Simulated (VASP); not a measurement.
Here is a VASP 6.6.1 calculation.

The input INCAR:

```
  ALGO = Normal
  EDIFF = 1E-6
  ENCUT = 520
  GGA = RP
  ISIF = 2
  ISMEAR = -1
  IVDW = 12
  LASPH = True
  LCHARG = False
  LREAL = False
  LWAVE = False
  NBANDS = 28
  NELM = 80
  PREC = Accurate
  SIGMA = 0.05
```

Contents of KPOINTS:

```
k-points
0
Gamma
  7 7 7
```

The input POSCAR:

```
BaTiO3
1.0
    3.9181485176      0.0000000000      0.0000000000
    0.0000000000      3.9181485176      0.0000000000
    0.0000000000      0.0000000000      3.9359769848
Ba Ti O
1 1 3
Direct
    0.0000000000      0.0000000000      0.0000000000
    0.5000000000      0.5000000000      0.4900000000
    0.0000000000      0.5000000000      0.5170000000
    0.5000000000      0.0000000000      0.5170000000
    0.5000000000      0.5000000000      0.0190000000
```

Potentials or basis: VASP PAW PBE potentials, release 64 (Ba_sv, Ti_sv, O).

Run with:

```sh
$ cat potpaw_PBE.64/Ba_sv/POTCAR potpaw_PBE.64/Ti_sv/POTCAR potpaw_PBE.64/O/POTCAR > POTCAR
$ mpirun -np 1 vasp_std > vasp.out
```

Q: Estimate the dispersion energy per atom.

A: -1.721 eV.

Q: Estimate the pressure.

A: -7.1 GPa.

Q: What does it give for the band gap on the k mesh?

A: 2.04 eV, indirect (least direct gap 2.17 eV).

Q: Estimate the largest force.

A: 0.220 eV/Å.

Forces in eV/Å, atoms in the order of the input:
```
Ba   0.000  0.000  0.164
Ti   0.000  0.000  0.220
O    0.000  0.000 -0.106
O    0.000  0.000 -0.106
O    0.000  0.000 -0.172
```

Caveat: the PAW data sets were made with another functional, which shifts forces and pressure a little; spin-orbit coupling is left out, which moves the levels of the heavy elements. A k mesh can miss the band edges.
